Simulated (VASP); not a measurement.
# CsEu3 (Fm-3m) in VASP: single point with PBE

Aim: the single point of CsEu3 with PBE.

All numbers are computed with VASP 6.6.1; they aren't measurements. Logs are shortened: lines on timing, memory, paths and dates and some standing lists are left out, and cuts for length are marked.

### Step 1. The cell of the first run

The structure is cubic, space group Fm-3m (No. 225). The conventional cell has a = 9.408 Å, b = 9.408 Å, c = 9.408 Å, α = 90.00°, β = 90.00°, γ = 90.00°. Eu (site symmetry m-3m) has 8 Eu at 4.07 Å and 6 Cs at 4.70 Å within 5.3 Å. Eu (site symmetry -43m) has 10 Eu at 4.07 to 4.70 Å and 4 Cs at 4.07 Å within 5.3 Å. Cs (site symmetry m-3m) has 14 Eu at 4.07 to 4.70 Å within 5.3 Å.

### Step 2. Single point, PBE, collinear spin, ferromagnetic start

Input file INCAR:

```
SYSTEM = CsEu3
  PREC = Accurate
  ENCUT = 520
  EDIFF = 1E-7
  ISMEAR = -1
  SIGMA = 0.05
  LREAL = .FALSE.
  LASPH = .TRUE.
  NELM = 150
  ALGO = Normal
  ISIF = 2
  LWAVE = .FALSE.
  LCHARG = .FALSE.
  ISPIN = 2
  MAGMOM = 7 7 7 0
  LORBIT = 11
  LMAXMIX = 6
  GGA = PE
  NBANDS = 42
```

Input file KPOINTS:

```
Automatic mesh
0
G
  5 5 5
  0 0 0
```

Input file POSCAR:

```
CsEu3
1.0
    0.0000000000      4.7040844781      4.7040844781
    4.7040844781      0.0000000000      4.7040844781
    4.7040844781      4.7040844781      0.0000000000
Eu Cs
3 1
Direct
    0.5000000000      0.5000000000      0.5000000000
    0.7500000000      0.7500000000      0.7500000000
    0.2500000000      0.2500000000      0.2500000000
    0.0000000000      0.0000000000      0.0000000000
```

Potentials or basis: VASP PAW PBE potentials, release 64 (Eu, Cs_sv).

Launch:

```sh
> cat potpaw_PBE.64/Eu/POTCAR potpaw_PBE.64/Cs_sv/POTCAR > POTCAR
> mpirun -np 1 vasp_std > vasp.out
```

OUTCAR:

```text
SYSTEM = CsEu3
   PREC = Accurate
   ENCUT = 520
   EDIFF = 1E-7
   ISMEAR = -1
   LREAL = .FALSE.
   LASPH = .TRUE.
   NELM = 150
   ISIF = 2
   ISPIN = 2
   LORBIT = 11
   GGA = PE

 ion  position               nearest neighbor table
   1  0.500  0.500  0.500-
   2  0.750  0.750  0.750-
   3  0.250  0.250  0.250-
   4  0.000  0.000  0.000-

  LATTYP: Found a face centered cubic cell.
 ALAT       =     9.4081689562

  Lattice vectors:

 A1 = (   0.0000000000,   4.7040844781,   4.7040844781)
 A2 = (   4.7040844781,   0.0000000000,   4.7040844781)
 A3 = (   4.7040844781,   4.7040844781,   0.0000000000)

Analysis of symmetry for initial positions (statically):
=====================================================================
 Subroutine PRICEL returns:
 Original cell was already a primitive cell.

 Routine SETGRP: Setting up the symmetry group for a
 face centered cubic supercell.

 Subroutine GETGRP returns: Found 48 space group operations
 (whereof 48 operations were pure point group operations)
 out of a pool of 48 trial point group operations.

The static configuration has the point symmetry O_h .

Analysis of symmetry for dynamics (positions and initial velocities):
=====================================================================
 Subroutine PRICEL returns:
 Original cell was already a primitive cell.

 Routine SETGRP: Setting up the symmetry group for a
 face centered cubic supercell.

 Subroutine GETGRP returns: Found 48 space group operations
 (whereof 48 operations were pure point group operations)
 out of a pool of 48 trial point group operations.

The dynamic configuration has the point symmetry O_h .

Analysis of structural, dynamic, and magnetic symmetry:
=====================================================================
 Subroutine PRICEL returns:
 Original cell was already a primitive cell.

 Routine SETGRP: Setting up the symmetry group for a
 face centered cubic supercell.

 Subroutine GETGRP returns: Found 48 space group operations
 (whereof 48 operations were pure point group operations)
 out of a pool of 48 trial point group operations.

The overall configuration has the point symmetry O_h .

 Subroutine INISYM returns: Found 48 space group operations
 (whereof 48 operations are pure point group operations),
 and found     1 'primitive' translations

----------------------------------------------------------------------------------------

                                     Primitive cell

  volume of cell :     208.1878

  direct lattice vectors                    reciprocal lattice vectors
     0.000000000  4.704084478  4.704084478    -0.106290608  0.106290608  0.106290608
     4.704084478  0.000000000  4.704084478     0.106290608 -0.106290608  0.106290608
     4.704084478  4.704084478  0.000000000     0.106290608  0.106290608 -0.106290608

  length of vectors
     6.652580067  6.652580067  6.652580067     0.184100734  0.184100734  0.184100734

  position of ions in fractional coordinates (direct lattice)
     0.500000000  0.500000000  0.500000000
     0.750000000  0.750000000  0.750000000
     0.250000000  0.250000000  0.250000000
     0.000000000  0.000000000  0.000000000

  ion indices of the primitive-cell ions
   primitive index   ion index
                 1           1
                 2           2
                 3           3
                 4           4

----------------------------------------------------------------------------------------

 KPOINTS: Automatic mesh

Automatic generation of k-mesh.
 Grid dimensions read from file:
 generate k-points for:    5    5    5

 Generating k-lattice:

  Cartesian coordinates                     Fractional coordinates (reciprocal lattice)
    -0.021258122  0.021258122  0.021258122     0.200000000  0.000000000  0.000000000
     0.021258122 -0.021258122  0.021258122     0.000000000  0.200000000  0.000000000
     0.021258122  0.021258122 -0.021258122     0.000000000  0.000000000  0.200000000

  Length of vectors
     0.036820147  0.036820147  0.036820147

  Shift w.r.t. Gamma in fractional coordinates (k-lattice)
     0.000000000  0.000000000  0.000000000

 Subroutine IBZKPT returns following result:
 ===========================================

 Found     10 irreducible k-points:

 Following reciprocal coordinates:
            Coordinates               Weight
  0.000000  0.000000  0.000000      1.000000
  0.200000  0.000000  0.000000      8.000000
  0.400000  0.000000  0.000000      8.000000
  0.200000  0.200000  0.000000      6.000000
  0.400000  0.200000  0.000000     24.000000
 -0.400000  0.200000  0.000000     24.000000
 -0.200000  0.200000  0.000000     12.000000
  0.400000  0.400000  0.000000      6.000000
 -0.400000  0.400000  0.000000     12.000000
 -0.400000  0.400000  0.200000     24.000000
   k-points           NKPTS =     10   k-points in BZ     NKDIM =     10   number of bands    NBANDS=     42
   number of dos      NEDOS =    301   number of ions     NIONS =      4
   total plane-waves  NPLWV = 125000
   dimension x,y,z NGX =    50 NGY =   50 NGZ =   50
   dimension x,y,z NGXF=   100 NGYF=  100 NGZF=  100
   ions per type =               3   1
   NGX,Y,Z   is equivalent  to a cutoff of  12.49, 12.49, 12.49 a.u.
   NGXF,Y,Z  is equivalent  to a cutoff of  24.99, 24.99, 24.99 a.u.
 SYSTEM =  CsEu3
   PREC   = accura    normal or accurate (medium, high low for compatibility)
   ISTART =      0    job   : 0-new  1-cont  2-samecut
   ICHARG =      2    charge: 1-file 2-atom 10-const
   ISPIN  =      2    spin polarized calculation?
   LNONCOLLINEAR =      F non collinear calculations
   LSORBIT =      F    spin-orbit coupling
   LASPH  =      T    aspherical Exc in radial PAW
   ENCUT  =  520.0 eV  38.22 Ry    6.18 a.u.  12.37 12.37 12.37*2*pi/ulx,y,z
   NELM   =    150;   NELMIN=  2; NELMDL= -5     # of ELM steps
   EDIFF  = 0.1E-06   stopping-criterion for ELM
   LREAL  =      F    real-space projection
   EDIFFG = 0.1E-05   stopping-criterion for IOM
   NSW    =      0    number of steps for IOM
   IBRION =     -1    ionic relax: 0-MD 1-quasi-New 2-CG
   NFREE  =      0    steps in history (QN), initial steepest desc. (CG)
   ISIF   =      2    stress and relaxation
   ISYM   =      2    0-nonsym 1-usesym 2-fastsym
   POTIM  = 0.5000    time-step for ionic-motion
   TEBEG  =    0.0;   TEEND  =   0.0 temperature during run
   PSTRESS=    0.0 pullay stress
   NELECT =      60.0000    total number of electrons
   NUPDOWN=      -1.0000    fix difference up-down
   EMIN   =  10.00;   EMAX   =-10.00  energy-range for DOS
   EFERMI =   0.00;   METHOD = LEGACY
   ISMEAR =    -1;   SIGMA  =   0.05  broadening in eV -4-tet -1-fermi 0-gaus
   EFERMI_NEDOS =   21; number of points for ismear=-14 and -15
   IALGO  =     38    algorithm
   IMIX   =      4    mixing-type and parameters
     AMIX     =   0.40;   BMIX     =  1.00
     AMIX_MAG =   1.60;   BMIX_MAG =  1.00
  volume/ion in A,a.u.               =      52.05       351.23
  Fermi-wavevector in a.u.,A,eV,Ry     =   1.081368  2.043489 15.910061  1.169357
  Thomas-Fermi vector in A             =   2.217383
   LORBIT       =     11    0 simple, 1 ext, 2 COOP (PROOUT), +10 PAW based schemes
   GGA     = PE    functional components
   LHFCALC =     F    Hartree Fock is set to
   AEXX    =    0.0000 exact exchange contribution
   IVDW    =     0    specifies the selected vdW correction
   LEPSILON=     F    determine dielectric tensor
   LRPA    =     F    only Hartree local field effects (RPA)
 spin polarized calculation
  energy-cutoff  :      520.00
  volume of cell :      208.19
 maximum number of plane-waves:      5654
 NGX is ok and might be reduce to    50
   NGX = 25   NGY = 25   NGZ = 25

 number of electron      60.0000019 magnetization      22.7853864

 Free energy of the ion-electron system (eV)
  ---------------------------------------------------
  ext. energy  EPLUGINS =         0.00000000
  ---------------------------------------------------
  free energy    TOTEN  =       -34.04878742 eV

  energy without entropy =      -34.01253476  energy(sigma->0) =      -34.03066109

 E-fermi :   1.7761     XC(G=0):  -7.9631

 val. band max:        1.7481140525   @ k =   0.4000   0.0000   0.0000
 cond. band min:       1.7945628195   @ k =   0.2000   0.0000   0.0000
 fundamental gap:      0.0464487670
 Fermi energy:         1.7761466079

 spin component 1

 k-point     1 :       0.0000    0.0000    0.0000
  band No.  band energies     occupation
      1     -40.1202      1.00000
      2     -40.1171      1.00000
      3     -40.0447      1.00000
      4     -20.9694      1.00000
      5     -18.9518      1.00000
      6     -18.9518      1.00000
[... 439 lines left out ...]
     41       1.3987      0.99947
     42       1.9502      0.02986
 Fermi energy:         1.7761466079

 spin component 2

 k-point     1 :       0.0000    0.0000    0.0000
  band No.  band energies     occupation
      1     -36.9323      1.00000
      2     -36.9275      1.00000
      3     -36.8625      1.00000
      4     -20.9319      1.00000
      5     -16.6262      1.00000
      6     -16.6262      1.00000
[... 439 lines left out ...]
     41       6.1386      0.00000
     42       6.1644      0.00000

------------------------ aborting loop because EDIFF is reached ----------------------------------------

  FORCE on cell =-STRESS in cart. coord.  units (eV):
  Direction    XX          YY          ZZ          XY          YZ          ZX
  --------------------------------------------------------------------------------------
  -------------------------------------------------------------------------------------
  Total       -0.0169722     -0.0169722     -0.0169722      0.0000000      0.0000000      0.0000000
  in kB       -0.1306152     -0.1306152     -0.1306152      0.0000000      0.0000000      0.0000000
  external PRESSURE =      -0.1306152 kB  Pullay stress =       0.0000000 kB

 VOLUME and BASIS-vectors are now :
 -----------------------------------------------------------------------------
  energy-cutoff  :      520.00
  volume of cell :      208.19
      direct lattice vectors                 reciprocal lattice vectors
     0.000000000  4.704084478  4.704084478    -0.106290608  0.106290608  0.106290608
     4.704084478  0.000000000  4.704084478     0.106290608 -0.106290608  0.106290608
     4.704084478  4.704084478  0.000000000     0.106290608  0.106290608 -0.106290608

 POSITION                                       TOTAL-FORCE (eV/Angst)
 -----------------------------------------------------------------------------------
      4.70408      4.70408      4.70408         0.000000     -0.000000      0.000000
      7.05613      7.05613      7.05613        -0.000000     -0.000000     -0.000000
      2.35204      2.35204      2.35204         0.000000      0.000000      0.000000
      0.00000      0.00000      0.00000         0.000000     -0.000000      0.000000
 -----------------------------------------------------------------------------------
    total drift:                               -0.000000      0.000000     -0.000000

  FREE ENERGIE OF THE ION-ELECTRON SYSTEM (eV)
  ---------------------------------------------------
  free  energy   TOTEN  =       -34.0487874209 eV

  energy  without entropy=      -34.0125347578  energy(sigma->0) =      -34.03066109

 total charge

# of ion       s       p       d       f       tot
--------------------------------------------------
    1        2.085   5.721   0.222   6.707  14.734
    2        2.087   5.716   0.210   6.729  14.743
    3        2.087   5.716   0.210   6.729  14.743
    4        1.856   4.633   0.080   0.000   6.568
--------------------------------------------------
tot          8.115  21.786   0.722  20.165  50.788

 magnetization (x)

# of ion       s       p       d       f       tot
--------------------------------------------------
    1       -0.002  -0.099   0.146   6.706   6.751
    2       -0.003  -0.097   0.135   6.728   6.763
    3       -0.003  -0.097   0.135   6.728   6.763
    4        0.014   0.011   0.020   0.000   0.044
--------------------------------------------------
tot          0.007  -0.283   0.436  20.161  20.321
```

Run time: 15 min. Hardware: 1 thread of Intel Xeon 6975P-C (Granite Rapids), shared host; peak memory 0.54 GiB.

What came out:

```yaml
Free_energy: -34.0488 eV
Pressure: 0.0 GPa
Net_moment: 22.79 μB per cell
Site_moments: Eu +6.75, +6.76 (each value once); Cs +0.04 μB
Valence_electrons_inside_the_program's_atomic_spheres: Eu 14.73, 14.74 (each value once); Cs 6.57
```

Levels at points of the mesh, in eV from the Fermi level:
Spin up:
```tsv
k point	band 38	band 39	band 40	band 41	band 42
(0.00, 0.00, 0.00)	-0.39	-0.39	-0.39	0.11	0.11
```
Spin down:
| k point | band 15 | band 16 | band 17 | band 18 | band 19 | band 20 | band 21 | band 22 |
| --- | --- | --- | --- | --- | --- | --- | --- | --- |
| (0.00, 0.00, 0.00) | -9.63 | -9.63 | -3.00 | 0.08 | 0.08 | 0.84 | 0.84 | 0.84 |

Caveat: the highest band is partly filled, so the run has too few bands; spin-orbit coupling is left out, which moves the levels of the heavy elements; semilocal functionals describe open f shells poorly, which spoils levels, moments and volumes. The state reached can hang on the start; a lower one may exist.
